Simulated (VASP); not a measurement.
# Ni (Fm-3m) in VASP: single point with LDA

Aim: the single point of Ni with LDA.

Everything below comes from runs of VASP 6.6.1. Logs are shortened: lines on timing, memory, paths and dates and some standing lists are left out, and cuts for length are marked.

## Step 1: The cell of the first run

It takes space group Fm-3m (No. 225, cubic). Conventional cell: a = 3.524 Å, b = 3.524 Å, c = 3.524 Å, α = 90.00°, β = 90.00°, γ = 90.00°. Within 3.3 Å of Ni (site symmetry m-3m) lie 12 Ni at 2.49 Å.

## Step 2: Single point, LDA, collinear spin, ferromagnetic start

Input file INCAR:

```
  PREC = Accurate
  ENCUT = 520
  EDIFF = 1E-7
  ISMEAR = 1
  SIGMA = 0.1
  LREAL = F
  LASPH = T
  NELM = 150
  ALGO = Normal
  ISIF = 2
  LWAVE = F
  LCHARG = F
  ISPIN = 2
  MAGMOM = 1.5
  LORBIT = 11
  LMAXMIX = 4
  NBANDS = 15
```

Input file KPOINTS:

```
regular mesh
0
Gamma
  17 17 17
```

Input file POSCAR:

```
Ni
1.0
    0.0000000000      1.7619400000      1.7619400000
    1.7619400000      0.0000000000      1.7619400000
    1.7619400000      1.7619400000      0.0000000000
Ni
1
Direct
    0.0000000000      0.0000000000      0.0000000000
```

Potentials or basis: VASP PAW LDA potentials, release 64 (Ni).

Started as:

```sh
$ cat potpaw_LDA.64/Ni/POTCAR > POTCAR
$ mpirun -np 1 vasp_std > vasp.out
```

OUTCAR:

```text
PREC = Accurate
   ENCUT = 520
   EDIFF = 1E-7
   ISMEAR = 1
   LREAL = F
   LASPH = T
   NELM = 150
   ISIF = 2
   ISPIN = 2
   LORBIT = 11

 ion  position               nearest neighbor table
   1  0.000  0.000  0.000-

  LATTYP: Found a face centered cubic cell.
 ALAT       =     3.5238800000

  Lattice vectors:

 A1 = (   0.0000000000,   1.7619400000,   1.7619400000)
 A2 = (   1.7619400000,   0.0000000000,   1.7619400000)
 A3 = (   1.7619400000,   1.7619400000,   0.0000000000)

Analysis of symmetry for initial positions (statically):
=====================================================================
 Subroutine PRICEL returns:
 Original cell was already a primitive cell.

 Routine SETGRP: Setting up the symmetry group for a
 face centered cubic supercell.

 Subroutine GETGRP returns: Found 48 space group operations
 (whereof 48 operations were pure point group operations)
 out of a pool of 48 trial point group operations.

The static configuration has the point symmetry O_h .

Analysis of symmetry for dynamics (positions and initial velocities):
=====================================================================
 Subroutine PRICEL returns:
 Original cell was already a primitive cell.

 Routine SETGRP: Setting up the symmetry group for a
 face centered cubic supercell.

 Subroutine GETGRP returns: Found 48 space group operations
 (whereof 48 operations were pure point group operations)
 out of a pool of 48 trial point group operations.

The dynamic configuration has the point symmetry O_h .

Analysis of structural, dynamic, and magnetic symmetry:
=====================================================================
 Subroutine PRICEL returns:
 Original cell was already a primitive cell.

 Routine SETGRP: Setting up the symmetry group for a
 face centered cubic supercell.

 Subroutine GETGRP returns: Found 48 space group operations
 (whereof 48 operations were pure point group operations)
 out of a pool of 48 trial point group operations.

The overall configuration has the point symmetry O_h .

 Subroutine INISYM returns: Found 48 space group operations
 (whereof 48 operations are pure point group operations),
 and found     1 'primitive' translations

----------------------------------------------------------------------------------------

                                     Primitive cell

  volume of cell :      10.9396

  direct lattice vectors                    reciprocal lattice vectors
     0.000000000  1.761940000  1.761940000    -0.283778108  0.283778108  0.283778108
     1.761940000  0.000000000  1.761940000     0.283778108 -0.283778108  0.283778108
     1.761940000  1.761940000  0.000000000     0.283778108  0.283778108 -0.283778108

  length of vectors
     2.491759444  2.491759444  2.491759444     0.491518102  0.491518102  0.491518102

  position of ions in fractional coordinates (direct lattice)
     0.000000000  0.000000000  0.000000000

  ion indices of the primitive-cell ions
   primitive index   ion index
                 1           1

----------------------------------------------------------------------------------------

 KPOINTS: regular mesh

Automatic generation of k-mesh.
 Grid dimensions read from file:
 generate k-points for:   17   17   17

 Generating k-lattice:

  Cartesian coordinates                     Fractional coordinates (reciprocal lattice)
    -0.016692830  0.016692830  0.016692830     0.058823529  0.000000000  0.000000000
     0.016692830 -0.016692830  0.016692830     0.000000000  0.058823529  0.000000000
     0.016692830  0.016692830 -0.016692830     0.000000000  0.000000000  0.058823529

  Length of vectors
     0.028912830  0.028912830  0.028912830

  Shift w.r.t. Gamma in fractional coordinates (k-lattice)
     0.000000000  0.000000000  0.000000000

 Subroutine IBZKPT returns following result:
 ===========================================

 Found    165 irreducible k-points:

 Following reciprocal coordinates:
            Coordinates               Weight
  0.000000  0.000000  0.000000      1.000000
  0.058824  0.000000  0.000000      8.000000
  0.117647  0.000000  0.000000      8.000000
  0.176471  0.000000  0.000000      8.000000
  0.235294  0.000000  0.000000      8.000000
  0.294118  0.000000  0.000000      8.000000
[... 16 lines left out ...]
 -0.176471  0.058824  0.000000     24.000000
 -0.117647  0.058824  0.000000     24.000000
 [... further k-points ...]
   k-points           NKPTS =    165   k-points in BZ     NKDIM =    165   number of bands    NBANDS=     15
   number of dos      NEDOS =    301   number of ions     NIONS =      1
   total plane-waves  NPLWV =   8000
   dimension x,y,z NGX =    20 NGY =   20 NGZ =   20
   dimension x,y,z NGXF=    40 NGYF=   40 NGZF=   40
   ions per type =               1
   NGX,Y,Z   is equivalent  to a cutoff of  13.34, 13.34, 13.34 a.u.
   NGXF,Y,Z  is equivalent  to a cutoff of  26.69, 26.69, 26.69 a.u.
 SYSTEM =  unknown system
   PREC   = accura    normal or accurate (medium, high low for compatibility)
   ISTART =      0    job   : 0-new  1-cont  2-samecut
   ICHARG =      2    charge: 1-file 2-atom 10-const
   ISPIN  =      2    spin polarized calculation?
   LNONCOLLINEAR =      F non collinear calculations
   LSORBIT =      F    spin-orbit coupling
   LASPH  =      T    aspherical Exc in radial PAW
   ENCUT  =  520.0 eV  38.22 Ry    6.18 a.u.   4.63  4.63  4.63*2*pi/ulx,y,z
   NELM   =    150;   NELMIN=  2; NELMDL= -5     # of ELM steps
   EDIFF  = 0.1E-06   stopping-criterion for ELM
   LREAL  =      F    real-space projection
   EDIFFG = 0.1E-05   stopping-criterion for IOM
   NSW    =      0    number of steps for IOM
   IBRION =     -1    ionic relax: 0-MD 1-quasi-New 2-CG
   NFREE  =      0    steps in history (QN), initial steepest desc. (CG)
   ISIF   =      2    stress and relaxation
   ISYM   =      2    0-nonsym 1-usesym 2-fastsym
   POTIM  = 0.5000    time-step for ionic-motion
   TEBEG  =    0.0;   TEEND  =   0.0 temperature during run
   PSTRESS=    0.0 pullay stress
   NELECT =      10.0000    total number of electrons
   NUPDOWN=      -1.0000    fix difference up-down
   EMIN   =  10.00;   EMAX   =-10.00  energy-range for DOS
   EFERMI =   0.00;   METHOD = LEGACY
   ISMEAR =     1;   SIGMA  =   0.10  broadening in eV -4-tet -1-fermi 0-gaus
   EFERMI_NEDOS =   21; number of points for ismear=-14 and -15
   IALGO  =     38    algorithm
   IMIX   =      4    mixing-type and parameters
     AMIX     =   0.40;   BMIX     =  1.00
     AMIX_MAG =   1.60;   BMIX_MAG =  1.00
  volume/ion in A,a.u.               =      10.94        73.82
  Fermi-wavevector in a.u.,A,eV,Ry     =   1.588816  3.002428 34.345698  2.524338
  Thomas-Fermi vector in A             =   2.687762
   LORBIT       =     11    0 simple, 1 ext, 2 COOP (PROOUT), +10 PAW based schemes
   GGA     = CA    functional components
   LHFCALC =     F    Hartree Fock is set to
   AEXX    =    0.0000 exact exchange contribution
   IVDW    =     0    specifies the selected vdW correction
   LEPSILON=     F    determine dielectric tensor
   LRPA    =     F    only Hartree local field effects (RPA)
 spin polarized calculation
 Methfessel and Paxton  Order N= 1 SIGMA  =   0.10
  energy-cutoff  :      520.00
  volume of cell :       10.94
 maximum number of plane-waves:       306
   NGX =  9   NGY =  9   NGZ =  9

 number of electron      10.0000010 magnetization       0.6438132

 Free energy of the ion-electron system (eV)
  ---------------------------------------------------
  ext. energy  EPLUGINS =         0.00000000
  ---------------------------------------------------
  free energy    TOTEN  =        -6.52132795 eV

  energy without entropy =       -6.52114025  energy(sigma->0) =       -6.52126538

 E-fermi :   8.9549     XC(G=0): -13.5806

 val. band max:        8.9548433119   @ k =  -0.4118   0.1765   0.0000
 cond. band min:       8.9553850072   @ k =   0.3529   0.1176   0.0588
 fundamental gap:      0.0005416954
 Fermi energy:         8.9549412884

 spin component 1

 k-point     1 :       0.0000    0.0000    0.0000
  band No.  band energies     occupation
      1       0.0007      1.00000
      2       6.5845      1.00000
      3       6.5845      1.00000
      4       6.5845      1.00000
      5       7.7276      1.00000
      6       7.7276      1.00000
      7      32.6881      0.00000
      8      36.3903      0.00000
      9      36.3903      0.00000
     10      36.3903      0.00000
     11      39.3312      0.00000
     12      39.3312      0.00000
     13      39.3312      0.00000
     14      42.5445      0.00000
     15      48.4459      0.00000

 k-point     2 :       0.0588    0.0000    0.0000
  band No.  band energies     occupation
      1       0.1356      1.00000
      2       6.5496      1.00000
      3       6.6148      1.00000
      4       6.6148      1.00000
      5       7.7148      1.00000
      6       7.7148      1.00000
      7      32.2310      0.00000
      8      34.7601      0.00000
      9      36.0630      0.00000
     10      36.0630      0.00000
     11      39.8157      0.00000
     12      39.8157      0.00000
     13      40.4179      0.00000
     14      43.5610      0.00000
     15      47.1265      0.00000
[... 365 lines left out ...]
      3       6.8107      1.00000
      4       6.8388      1.00000
      5       7.5662      1.00000
      6       7.8468      1.00000
      7      26.1467      0.00000
      8      31.1153      0.00000
      9      34.8613      0.00000
     10      36.6644      0.00000
     11      38.9226      0.00000
     12      39.7358      0.00000
     13      42.8344      0.00000
     14      43.9985      0.00000
     15      46.3425      0.00000

 k-point    24 :      -0.1176    0.0588    0.0000
  band No.  band energies     occupation
      1       0.8370      1.00000
      2       6.3746      1.00000
      3       6.7502      1.00000
      4       6.7587      1.00000
      5       7.5859      1.00000
      6       7.7685      1.00000
      7      29.1541      0.00000
      8      31.7589      0.00000
      9      35.1297      0.00000
     10      36.9914      0.00000
     11      39.1966      0.00000
     12      40.0604      0.00000
     13      42.8961      0.00000
     14      43.7816      0.00000
     15      46.1399      0.00000

 [... further k-points ...]

 spin component 2

 k-point     1 :       0.0000    0.0000    0.0000
  band No.  band energies     occupation
      1       0.0449      1.00000
      2       7.2399      1.00000
      3       7.2399      1.00000
      4       7.2399      1.00000
      5       8.3345      1.00000
      6       8.3345      1.00000
      7      32.6677      0.00000
      8      36.4452      0.00000
      9      36.4452      0.00000
     10      36.4452      0.00000
     11      39.5040      0.00000
     12      39.5040      0.00000
     13      39.5040      0.00000
     14      42.5185      0.00000
     15      48.6254      0.00000

 k-point     2 :       0.0588    0.0000    0.0000
  band No.  band energies     occupation
      1       0.1800      1.00000
      2       7.2014      1.00000
      3       7.2713      1.00000
      4       7.2713      1.00000
      5       8.3208      1.00000
      6       8.3208      1.00000
      7      32.2487      0.00000
      8      34.8203      0.00000
      9      36.1404      0.00000
     10      36.1404      0.00000
     11      39.9625      0.00000
     12      39.9625      0.00000
     13      40.5125      0.00000
     14      43.5762      0.00000
     15      47.3004      0.00000
[... 365 lines left out ...]
      3       7.4528      1.00000
      4       7.4944      1.00000
      5       8.1732      1.00000
      6       8.4715      1.00000
      7      26.3077      0.00000
      8      31.2125      0.00000
      9      34.9035      0.00000
     10      36.7851      0.00000
     11      38.9676      0.00000
     12      39.8395      0.00000
     13      43.0093      0.00000
     14      44.0512      0.00000
     15      46.5417      0.00000

 k-point    24 :      -0.1176    0.0588    0.0000
  band No.  band energies     occupation
      1       0.8835      1.00000
      2       7.0087      1.00000
      3       7.4118      1.00000
      4       7.4125      1.00000
      5       8.1853      1.00000
      6       8.3804      1.00000
      7      29.2820      0.00000
      8      31.8469      0.00000
      9      35.1700      0.00000
     10      37.0781      0.00000
     11      39.2462      0.00000
     12      40.1878      0.00000
     13      43.0815      0.00000
     14      43.8297      0.00000
     15      46.3556      0.00000

 [... further k-points ...]
[... 5 lines left out ...]
  --------------------------------------------------------------------------------------
  -------------------------------------------------------------------------------------
  Total       -1.2042198     -1.2042198     -1.2042198      0.0000000      0.0000000      0.0000000
  in kB     -176.3652449   -176.3652449   -176.3652449      0.0000000      0.0000000      0.0000000
  external PRESSURE =    -176.3652449 kB  Pullay stress =       0.0000000 kB

 VOLUME and BASIS-vectors are now :
 -----------------------------------------------------------------------------
  energy-cutoff  :      520.00
  volume of cell :       10.94
      direct lattice vectors                 reciprocal lattice vectors
     0.000000000  1.761940000  1.761940000    -0.283778108  0.283778108  0.283778108
     1.761940000  0.000000000  1.761940000     0.283778108 -0.283778108  0.283778108
     1.761940000  1.761940000  0.000000000     0.283778108  0.283778108 -0.283778108

 POSITION                                       TOTAL-FORCE (eV/Angst)
 -----------------------------------------------------------------------------------
      0.00000      0.00000      0.00000         0.000000      0.000000      0.000000
 -----------------------------------------------------------------------------------
    total drift:                                0.000000      0.000000      0.000000

  FREE ENERGIE OF THE ION-ELECTRON SYSTEM (eV)
  ---------------------------------------------------
  free  energy   TOTEN  =        -6.5213279459 eV

  energy  without entropy=       -6.5211402498  energy(sigma->0) =       -6.52126538

 total charge

# of ion       s       p       d       tot
------------------------------------------
    1        0.498   0.492   8.320   9.310

 magnetization (x)

# of ion       s       p       d       tot
------------------------------------------
    1       -0.004  -0.019   0.673   0.650
```

Wall time 25 s (1 thread of Intel Xeon 6975P-C (Granite Rapids), shared host); peak memory 0.15 GiB.

Results:

```yaml
Free_energy: -6.5213 eV
Pressure: -17.6 GPa
Net_moment: 0.64 μB per cell
Site_moments: Ni +0.65 μB
Valence_electrons_inside_the_program's_atomic_spheres: Ni 9.31
```
